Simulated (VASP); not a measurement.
# ZnS (e600) (F-43m) in VASP: single point with PBEsol

Aim: the single point of ZnS (e600) with PBEsol.

Program: VASP 6.6.1. These are calculated values, not measurements. Logs are shortened: lines on timing, memory, paths and dates and some standing lists are left out, and cuts for length are marked.

### 1 The cell of the first run

The structure is cubic, space group F-43m (No. 216). Conventional cell: a = 5.356 Å, b = 5.356 Å, c = 5.356 Å, α = 90.00°, β = 90.00°, γ = 90.00°. Zn (site symmetry -43m) has 4 S at 2.32 Å within 3.1 Å. S (site symmetry -43m) has 4 Zn at 2.32 Å within 3.1 Å.

### 2 Single point, PBEsol

Contents of INCAR:

```
PREC     = Accurate       # precision mode
ENCUT    = 520            # plane-wave cutoff, eV
EDIFF    = 1E-7           # SCF threshold, eV
ISMEAR   = 0              # smearing method
SIGMA    = 0.02           # smearing width, eV
LREAL    = False          # projectors in reciprocal space
LASPH    = True           # aspherical terms in the spheres
NELM     = 100            # most SCF steps
ALGO     = Normal         # electronic algorithm
ISIF     = 2              # what is computed and relaxed
LWAVE    = False          # write WAVECAR
LCHARG   = False          # write CHGCAR
GGA      = PS             # functional
NBANDS   = 16             # bands
```

Contents of KPOINTS:

```
regular mesh
0
Gamma
  10 10 10
```

Contents of POSCAR:

```
ZnS
1.0
    0.0000000000      2.6781727586      2.6781727586
    2.6781727586      0.0000000000      2.6781727586
    2.6781727586      2.6781727586      0.0000000000
Zn S
1 1
Direct
    0.0000000000      0.0000000000      0.0000000000
    0.7500000000      0.7500000000      0.7500000000
```

Potentials or basis: VASP PAW PBE potentials, release 64 (Zn, S).

Started as:

```sh
> cat potpaw_PBE.64/Zn/POTCAR potpaw_PBE.64/S/POTCAR > POTCAR
> mpirun -np 1 vasp_std > vasp.out
```

OUTCAR:

```text
PREC = Accurate
   ENCUT = 520
   EDIFF = 1E-7
   ISMEAR = 0
   LREAL = False
   LASPH = True
   NELM = 100
   ISIF = 2
   GGA = PS

 ion  position               nearest neighbor table
   1  0.000  0.000  0.000-   2 2.32   2 2.32   2 2.32   2 2.32
   2  0.750  0.750  0.750-   1 2.32   1 2.32   1 2.32   1 2.32

  LATTYP: Found a face centered cubic cell.
 ALAT       =     5.3563455172

  Lattice vectors:

 A1 = (   0.0000000000,   2.6781727586,   2.6781727586)
 A2 = (   2.6781727586,   0.0000000000,   2.6781727586)
 A3 = (   2.6781727586,   2.6781727586,   0.0000000000)

Analysis of symmetry for initial positions (statically):
=====================================================================
 Subroutine PRICEL returns:
 Original cell was already a primitive cell.

 Routine SETGRP: Setting up the symmetry group for a
 face centered cubic supercell.

 Subroutine GETGRP returns: Found 24 space group operations
 (whereof 24 operations were pure point group operations)
 out of a pool of 48 trial point group operations.

The static configuration has the point symmetry T_d .

Analysis of symmetry for dynamics (positions and initial velocities):
=====================================================================
 Subroutine PRICEL returns:
 Original cell was already a primitive cell.

 Routine SETGRP: Setting up the symmetry group for a
 face centered cubic supercell.

 Subroutine GETGRP returns: Found 24 space group operations
 (whereof 24 operations were pure point group operations)
 out of a pool of 48 trial point group operations.

The dynamic configuration has the point symmetry T_d .

 Subroutine INISYM returns: Found 24 space group operations
 (whereof 24 operations are pure point group operations),
 and found     1 'primitive' translations

----------------------------------------------------------------------------------------

                                     Primitive cell

  volume of cell :      38.4190

  direct lattice vectors                    reciprocal lattice vectors
     0.000000000  2.678172759  2.678172759    -0.186694454  0.186694454  0.186694454
     2.678172759  0.000000000  2.678172759     0.186694454 -0.186694454  0.186694454
     2.678172759  2.678172759  0.000000000     0.186694454  0.186694454 -0.186694454

  length of vectors
     3.787508238  3.787508238  3.787508238     0.323364279  0.323364279  0.323364279

  position of ions in fractional coordinates (direct lattice)
     0.000000000  0.000000000  0.000000000
     0.750000000  0.750000000  0.750000000

  ion indices of the primitive-cell ions
   primitive index   ion index
                 1           1
                 2           2

----------------------------------------------------------------------------------------

 KPOINTS: regular mesh

Automatic generation of k-mesh.
 Grid dimensions read from file:
 generate k-points for:   10   10   10

 Generating k-lattice:

  Cartesian coordinates                     Fractional coordinates (reciprocal lattice)
    -0.018669445  0.018669445  0.018669445     0.100000000  0.000000000  0.000000000
     0.018669445 -0.018669445  0.018669445     0.000000000  0.100000000  0.000000000
     0.018669445  0.018669445 -0.018669445     0.000000000  0.000000000  0.100000000

  Length of vectors
     0.032336428  0.032336428  0.032336428

  Shift w.r.t. Gamma in fractional coordinates (k-lattice)
     0.000000000  0.000000000  0.000000000

 Subroutine IBZKPT returns following result:
 ===========================================

 Found     47 irreducible k-points:

 Following reciprocal coordinates:
            Coordinates               Weight
  0.000000  0.000000  0.000000      1.000000
  0.100000  0.000000  0.000000      8.000000
  0.200000  0.000000  0.000000      8.000000
  0.300000  0.000000  0.000000      8.000000
  0.400000  0.000000  0.000000      8.000000
  0.500000  0.000000  0.000000      4.000000
[... 16 lines left out ...]
  0.300000  0.300000  0.000000      6.000000
  0.400000  0.300000  0.000000     24.000000
 [... further k-points ...]
   k-points           NKPTS =     47   k-points in BZ     NKDIM =     47   number of bands    NBANDS=     16
   number of dos      NEDOS =    301   number of ions     NIONS =      2
   total plane-waves  NPLWV =  21952
   dimension x,y,z NGX =    28 NGY =   28 NGZ =   28
   dimension x,y,z NGXF=    56 NGYF=   56 NGZF=   56
   ions per type =               1   1
   NGX,Y,Z   is equivalent  to a cutoff of  12.29, 12.29, 12.29 a.u.
   NGXF,Y,Z  is equivalent  to a cutoff of  24.58, 24.58, 24.58 a.u.
 SYSTEM =  unknown system
   PREC   = accura    normal or accurate (medium, high low for compatibility)
   ISTART =      0    job   : 0-new  1-cont  2-samecut
   ICHARG =      2    charge: 1-file 2-atom 10-const
   ISPIN  =      1    spin polarized calculation?
   LNONCOLLINEAR =      F non collinear calculations
   LSORBIT =      F    spin-orbit coupling
   LASPH  =      T    aspherical Exc in radial PAW
   ENCUT  =  520.0 eV  38.22 Ry    6.18 a.u.   7.04  7.04  7.04*2*pi/ulx,y,z
   NELM   =    100;   NELMIN=  2; NELMDL= -5     # of ELM steps
   EDIFF  = 0.1E-06   stopping-criterion for ELM
   LREAL  =      F    real-space projection
   EDIFFG = 0.1E-05   stopping-criterion for IOM
   NSW    =      0    number of steps for IOM
   IBRION =     -1    ionic relax: 0-MD 1-quasi-New 2-CG
   NFREE  =      0    steps in history (QN), initial steepest desc. (CG)
   ISIF   =      2    stress and relaxation
   ISYM   =      2    0-nonsym 1-usesym 2-fastsym
   POTIM  = 0.5000    time-step for ionic-motion
   TEBEG  =    0.0;   TEEND  =   0.0 temperature during run
   PSTRESS=    0.0 pullay stress
   NELECT =      18.0000    total number of electrons
   NUPDOWN=      -1.0000    fix difference up-down
   EMIN   =  10.00;   EMAX   =-10.00  energy-range for DOS
   EFERMI =   0.00;   METHOD = LEGACY
   ISMEAR =     0;   SIGMA  =   0.02  broadening in eV -4-tet -1-fermi 0-gaus
   EFERMI_NEDOS =   21; number of points for ismear=-14 and -15
   IALGO  =     38    algorithm
   IMIX   =      4    mixing-type and parameters
     AMIX     =   0.40;   BMIX     =  1.00
     AMIX_MAG =   1.60;   BMIX_MAG =  1.00
  volume/ion in A,a.u.               =      19.21       129.63
  Fermi-wavevector in a.u.,A,eV,Ry     =   1.271502  2.402791 21.996778  1.616718
  Thomas-Fermi vector in A             =   2.404432
   LORBIT       =      0    0 simple, 1 ext, 2 COOP (PROOUT), +10 PAW based schemes
   GGA     = PS    functional components
   LHFCALC =     F    Hartree Fock is set to
   AEXX    =    0.0000 exact exchange contribution
   IVDW    =     0    specifies the selected vdW correction
   LEPSILON=     F    determine dielectric tensor
   LRPA    =     F    only Hartree local field effects (RPA)
 non-spin polarized calculation
 Gauss-broadening in eV      SIGMA  =   0.02
  energy-cutoff  :      520.00
  volume of cell :       38.42
 maximum number of plane-waves:      1056
   NGX = 15   NGY = 15   NGZ = 15

 number of electron      18.0000016 magnetization

 Free energy of the ion-electron system (eV)
  ---------------------------------------------------
  ext. energy  EPLUGINS =         0.00000000
  ---------------------------------------------------
  free energy    TOTEN  =        -7.58892051 eV

  energy without entropy =       -7.58892051  energy(sigma->0) =       -7.58892051

 E-fermi :   2.4110     XC(G=0):  -9.9750

 val. band max:        2.2649721331   @ k =   0.0000   0.0000   0.0000
 cond. band min:       4.3582678240   @ k =   0.0000   0.0000   0.0000
 fundamental gap:      2.0932956909
 Fermi energy:         2.4109621782

 k-point     1 :       0.0000    0.0000    0.0000
  band No.  band energies     occupation
      1     -11.0802      2.00000
      2      -4.2179      2.00000
      3      -4.2179      2.00000
      4      -4.2179      2.00000
      5      -3.6867      2.00000
      6      -3.6867      2.00000
[... 8 lines left out ...]
     15      14.0321      0.00000
     16      14.0534      0.00000

 k-point     2 :       0.1000    0.0000    0.0000
  band No.  band energies     occupation
      1     -10.9999      2.00000
      2      -4.2206      2.00000
      3      -4.2032      2.00000
      4      -4.2032      2.00000
      5      -3.6881      2.00000
      6      -3.6881      2.00000
[... 8 lines left out ...]
     15      13.5527      0.00000
     16      14.6518      0.00000

 k-point     3 :       0.2000    0.0000    0.0000
  band No.  band energies     occupation
      1     -10.7776      2.00000
      2      -4.2100      2.00000
      3      -4.1671      2.00000
      4      -4.1671      2.00000
      5      -3.6884      2.00000
      6      -3.6884      2.00000
[... 8 lines left out ...]
     15      13.1100      0.00000
     16      14.6460      0.00000

 k-point     4 :       0.3000    0.0000    0.0000
  band No.  band energies     occupation
      1     -10.4740      2.00000
      2      -4.1303      2.00000
      3      -4.1286      2.00000
      4      -4.1286      2.00000
      5      -3.6795      2.00000
      6      -3.6795      2.00000
[... 8 lines left out ...]
     15      13.4950      0.00000
     16      14.0692      0.00000

 k-point     5 :       0.4000    0.0000    0.0000
  band No.  band energies     occupation
      1     -10.1984      2.00000
      2      -4.1041      2.00000
      3      -4.1041      2.00000
      4      -3.8937      2.00000
      5      -3.6630      2.00000
      6      -3.6630      2.00000
[... 8 lines left out ...]
     15      14.6788      0.00000
     16      14.6788      0.00000

 k-point     6 :       0.5000    0.0000    0.0000
  band No.  band energies     occupation
      1     -10.0844      2.00000
      2      -4.0967      2.00000
      3      -4.0967      2.00000
      4      -3.6541      2.00000
      5      -3.6541      2.00000
      6      -3.4814      2.00000
[... 8 lines left out ...]
     15      15.7228      0.00000
     16      15.7228      0.00000

 k-point     7 :       0.1000    0.1000    0.0000
  band No.  band energies     occupation
      1     -10.9731      2.00000
      2      -4.2349      2.00000
      3      -4.1914      2.00000
      4      -4.1914      2.00000
      5      -3.6989      2.00000
      6      -3.6789      2.00000
[... 8 lines left out ...]
     15      14.1639      0.00000
     16      14.9515      0.00000

 k-point     8 :       0.2000    0.1000    0.0000
  band No.  band energies     occupation
      1     -10.7979      2.00000
      2      -4.2401      2.00000
      3      -4.1572      2.00000
      4      -4.1553      2.00000
      5      -3.7081      2.00000
      6      -3.6720      2.00000
[... 8 lines left out ...]
     15      14.0104      0.00000
     16      15.6656      0.00000

 k-point     9 :       0.3000    0.1000    0.0000
  band No.  band energies     occupation
      1     -10.5197      2.00000
      2      -4.1996      2.00000
      3      -4.1134      2.00000
      4      -4.1091      2.00000
      5      -3.7037      2.00000
      6      -3.6628      2.00000
[... 8 lines left out ...]
     15      14.1955      0.00000
     16      15.0947      0.00000
[... 172 lines left out ...]
 k-point    19 :       0.5000    0.2000    0.0000
  band No.  band energies     occupation
      1      -9.9807      2.00000
      2      -4.1209      2.00000
      3      -4.0158      2.00000
      4      -3.8409      2.00000
      5      -3.6454      2.00000
      6      -3.5272      2.00000
[... 8 lines left out ...]
     15      15.7924      0.00000
     16      16.8090      0.00000

 k-point    20 :      -0.4000    0.2000    0.0000
  band No.  band energies     occupation
      1      -9.9545      2.00000
      2      -4.0987      2.00000
      3      -4.0252      2.00000
      4      -3.7499      2.00000
      5      -3.6701      2.00000
      6      -3.4746      2.00000
[... 8 lines left out ...]
     15      14.2820      0.00000
     16      16.6298      0.00000

 k-point    21 :      -0.3000    0.2000    0.0000
  band No.  band energies     occupation
      1     -10.1121      2.00000
      2      -4.0937      2.00000
      3      -4.0557      2.00000
      4      -3.9307      2.00000
      5      -3.6986      2.00000
      6      -3.6228      2.00000
[... 8 lines left out ...]
     15      15.4814      0.00000
     16      16.7581      0.00000

 k-point    22 :      -0.2000    0.2000    0.0000
  band No.  band energies     occupation
      1     -10.3712      2.00000
      2      -4.1285      2.00000
      3      -4.1020      2.00000
      4      -4.0964      2.00000
      5      -3.7109      2.00000
      6      -3.6465      2.00000
[... 8 lines left out ...]
     15      15.1670      0.00000
     16      16.8716      0.00000

 k-point    23 :       0.3000    0.3000    0.0000
  band No.  band energies     occupation
      1     -10.2705      2.00000
      2      -4.2958      2.00000
      3      -4.0055      2.00000
      4      -4.0055      2.00000
      5      -3.7235      2.00000
      6      -3.6333      2.00000
[... 8 lines left out ...]
     15      15.1253      0.00000
     16      18.9586      0.00000

 k-point    24 :       0.4000    0.3000    0.0000
  band No.  band energies     occupation
      1     -10.0529      2.00000
      2      -4.2640      2.00000
      3      -3.9575      2.00000
      4      -3.9496      2.00000
      5      -3.6666      2.00000
      6      -3.6250      2.00000
[... 8 lines left out ...]
     15      15.6871      0.00000
     16      18.2060      0.00000

 [... further k-points ...]
[... 5 lines left out ...]
  --------------------------------------------------------------------------------------
  -------------------------------------------------------------------------------------
  Total        0.0501422      0.0501422      0.0501422      0.0000000     -0.0000000      0.0000000
  in kB        2.0910665      2.0910665      2.0910665      0.0000000     -0.0000000      0.0000000
  external PRESSURE =       2.0910665 kB  Pullay stress =       0.0000000 kB

 VOLUME and BASIS-vectors are now :
 -----------------------------------------------------------------------------
  energy-cutoff  :      520.00
  volume of cell :       38.42
      direct lattice vectors                 reciprocal lattice vectors
     0.000000000  2.678172759  2.678172759    -0.186694454  0.186694454  0.186694454
     2.678172759  0.000000000  2.678172759     0.186694454 -0.186694454  0.186694454
     2.678172759  2.678172759  0.000000000     0.186694454  0.186694454 -0.186694454

 POSITION                                       TOTAL-FORCE (eV/Angst)
 -----------------------------------------------------------------------------------
      0.00000      0.00000      0.00000        -0.000000     -0.000000     -0.000000
      4.01726      4.01726      4.01726         0.000000      0.000000      0.000000
 -----------------------------------------------------------------------------------
    total drift:                               -0.000002     -0.000002     -0.000002

  FREE ENERGIE OF THE ION-ELECTRON SYSTEM (eV)
  ---------------------------------------------------
  free  energy   TOTEN  =        -7.5889205116 eV

  energy  without entropy=       -7.5889205116  energy(sigma->0) =       -7.58892051
```

Wall time 21 s (1 thread of AMD EPYC 7R13 (Zen 3), shared host); peak memory 0.14 GiB.

What came out:

```
Free energy            : -7.5889 eV
Pressure               : 0.2 GPa
Band gap on the k mesh : 2.09 eV, direct
```

Caveat: the PAW data sets were made with another functional, which shifts forces and pressure a little. PBEsol gaps usually lie below the measured ones, often by a third to a half.
